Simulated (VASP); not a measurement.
Write the native input for VASP 6.6.1 that does the following.

* Task: relaxation of cell and atoms
* Functional: LDA
* Potentials or basis: VASP PAW LDA potentials, release 64 (Si, N)
* Cutoff: 600 eV
* k mesh: 7 × 7 × 7
* Occupations: fermi-dirac, width 0.05 eV
* Spin: no spin polarisation
* Dipole correction: no
* Further INCAR settings: ALGO = Normal; EDIFF = 1e-07; IBRION = 2; EDIFFG = -0.01; NSW = 60; ISIF = 3

The structure of Si3N4 lies in POSCAR:

```
Si3N4
1.0
    4.1307800000      0.0000000000      0.0000000000
    0.0000000000      4.1307800000      0.0000000000
    0.0000000000      0.0000000000      4.1307800000
Si N
3 4
Direct
    0.0000000000      0.0000000000      0.5000000000
    0.5000000000      0.0000000000      0.0000000000
    0.0000000000      0.5000000000      0.0000000000
    0.2395200000      0.2395200000      0.7604800000
    0.7604800000      0.7604800000      0.7604800000
    0.2395200000      0.7604800000      0.2395200000
    0.7604800000      0.2395200000      0.2395200000
```

The input as run:

INCAR

```
SYSTEM = Si3N4
PREC = Accurate ; ENCUT = 600
EDIFF = 1E-7 ; ISMEAR = -1
SIGMA = 0.05 ; LREAL = .False.
LASPH = .True. ; NELM = 100
ALGO = Normal ; ISIF = 3
LWAVE = .False. ; LCHARG = .False.
IBRION = 2 ; NSW = 60
EDIFFG = -0.01
```

KPOINTS

```
Automatic mesh
0
Gamma
  7 7 7
  0 0 0
```

Potentials or basis: VASP PAW LDA potentials, release 64 (Si, N).

Command:

```console
$ cat potpaw_LDA.64/Si/POTCAR potpaw_LDA.64/N/POTCAR > POTCAR
$ mpirun -np 1 vasp_std > vasp.out
```

Results of the run:

```
Relaxed volume                         : 9.70 Å³/atom
Relaxed cell                           : a = 4.079 Å, b = 4.079 Å, c = 4.079 Å, α = 90.00°, β = 90.00°, γ = 90.00°
Space group after relaxing (to 0.05 Å) : P-43m (No. 215)
Energy gained by relaxing              : 10.4 meV/atom
Ionic steps                            : 6
Pressure after relaxing                : 0.1 GPa
Band gap on the k mesh                 : 2.65 eV, indirect (least direct gap 2.84 eV)
```

It took 38 s on 1 thread of Intel(R) Xeon(R) 6975P-C (Granite Rapids) (shared host), peak memory 0.18 GiB.
